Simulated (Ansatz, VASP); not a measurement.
Two plane-wave programs on BN

```
B N
1.0
     0.00000    1.80483    1.80483
     1.80483    0.00000    1.80483
     1.80483    1.80483    0.00000
B N
1 1
Direct
  0.00000 0.00000 0.00000
  0.25000 0.25000 0.25000
```

Alike in both runs: task single point; functional r2SCAN; k mesh 10 × 10 × 10; no spin polarisation.

```csv
,VASP,Ansatz
version,VASP 6.6.1,Ansatz 0.2.0
potentials or method,"VASP PAW PBE potentials, release 64 (B_h, N_h)","plane waves, PAW"
plane-wave cutoff (eV),910,500
occupations,"gaussian, width 0.01 eV",fixed
valence electrons in the cell,8,8
```

|  | VASP | Ansatz | Ansatz less VASP |
| --- | --- | --- | --- |
| gap on the k mesh at the Fermi level (eV) | 5.00 | 5.00 | +0.006 |

VASP's potentials were made for PBE, not for r2SCAN.

Noted on VASP's run: the cutoff is short for stress, so the pressure is rough.
